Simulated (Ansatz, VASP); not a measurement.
**CaOs3 in VASP and in Ansatz**

INCAR

```
PREC = Accurate
ENCUT = 600
EDIFF = 1E-6
ISMEAR = 0
SIGMA = 0.1
LREAL = False
LASPH = True
NELM = 60
ALGO = Normal
ISIF = 3
LWAVE = False
LCHARG = False
GGA = PE
IBRION = 2
NSW = 90
EDIFFG = -0.04
```

KPOINTS

```
regular mesh
0
Gamma
  6 6 6
```

File POSCAR:

```
CaOs3
1.0
   -1.9712419957      1.9712419957      4.4032938087
    1.9712419957     -1.9712419957      4.4032938087
    1.9712419957      1.9712419957     -4.4032938087
Ca Os
1 3
Direct
    0.0000000000      0.0000000000      0.0000000000
    0.5000000000      0.5000000000      0.0000000000
    0.2500000000      0.7500000000      0.5000000000
    0.7500000000      0.2500000000      0.5000000000
```

Input for Ansatz:

```yaml
crystal:
  lattice:
    - [-1.9712419957, 1.9712419957, 4.4032938087]
    - [1.9712419957, -1.9712419957, 4.4032938087]
    - [1.9712419957, 1.9712419957, -4.4032938087]
  atoms:
    - { symbol: Ca, position: [0.0, 0.0, 0.0] }
    - { symbol: Os, position: [0.5, 0.5, 0.0] }
    - { symbol: Os, position: [0.25, 0.75, 0.5] }
    - { symbol: Os, position: [0.75, 0.25, 0.5] }
basis:
  ecutwfc: 420
kpoints:
  mp_grid: { grid: [6, 6, 6] }
hamiltonian:
  xc: pbe
scf:
  occupations: { method: gaussian, width: 0.1 }
  lower_state_search: "off"
output:
  forces: true
  stress: true
  eigenvalues: true
relax:
  adjacent_minimum: "off"
  f_tol: 0.04
  max_steps: 70
  cell: { stress_tol: 0.4 }
```

Alike in both runs: task relaxation of cell and atoms; functional PBE; k mesh 6 × 6 × 6; occupations gaussian, width 0.1 eV; no spin polarisation.

|  | VASP | Ansatz |
| --- | --- | --- |
| version | VASP 6.6.1 | Ansatz 0.2.0 |
| potentials or method | VASP PAW PBE potentials, release 64 (Ca_sv, Os), cutoff 600 eV | scalar-relativistic, plane waves, PAW |
| valence electrons in the cell | 34 | 58 |

|  | VASP | Ansatz | Ansatz less VASP |
| --- | --- | --- | --- |
| gap on the k mesh at the Fermi level, each at its own relaxed structure (eV) | none | none | - |
| relaxed volume (Å³/atom) | 16.22 | 16.18 | -0.042 |
| relaxed length of the cell vector where the two differ most in proportion (Å) | 4.835 | 4.825 | -0.0102 |

A gap of «none» marks a metal or a gap that the smearing closes. VASP's potentials hold 34 valence electrons a cell and Ansatz's 58, so a difference there can come from the potentials and not from the codes.

The k mesh is coarse, so the values compare programs but aren't converged. Neither program's run includes spin-orbit coupling.
